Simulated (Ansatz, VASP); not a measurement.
## One calculation of NiO, two programs

```
Ni O
1.0
     0.00000    1.98674    1.98674
     1.98674    0.00000    1.98674
     1.98674    1.98674    0.00000
Ni O
1 1
Direct
  0.00000 0.00000 0.00000
  0.50000 0.50000 0.50000
```

Change from the starting cell: strain -0.050 along x and y, -0.050 along z, atoms carried along.

Alike in both runs: task single point; functional PBE; k mesh 20 × 20 × 20; occupations gaussian, width 0.15 eV; collinear spin.

|  | VASP | Ansatz |
| --- | --- | --- |
| version | VASP 6.6.1 | Ansatz 0.2.0 |
| potentials or method | VASP PAW PBE potentials, release 64 (Ni, O), cutoff 520 eV | scalar-relativistic, plane waves, PAW |
| valence electrons in the cell | 16 | 24 |

|  | VASP | Ansatz | Ansatz less VASP |
| --- | --- | --- | --- |
| gap on the k mesh at the Fermi level (eV) | none | none | - |
| pressure (GPa) | 42.2 | 42.2 | +0.04 |
| net moment per atom (μB) | 0.49 | 0.53 | +0.039 |
| size of the moment on the site where the two differ most (μB) | 0.84 | 0.88 | +0.039 |

Site moments also hang on the region over which each program counts them. A gap of «none» marks a metal or a gap that the smearing closes. Both programs put the cell under a high pressure, so it lies far from rest at this level. VASP's potentials hold 16 valence electrons a cell and Ansatz's 24, so a difference there can come from the potentials and not from the codes.
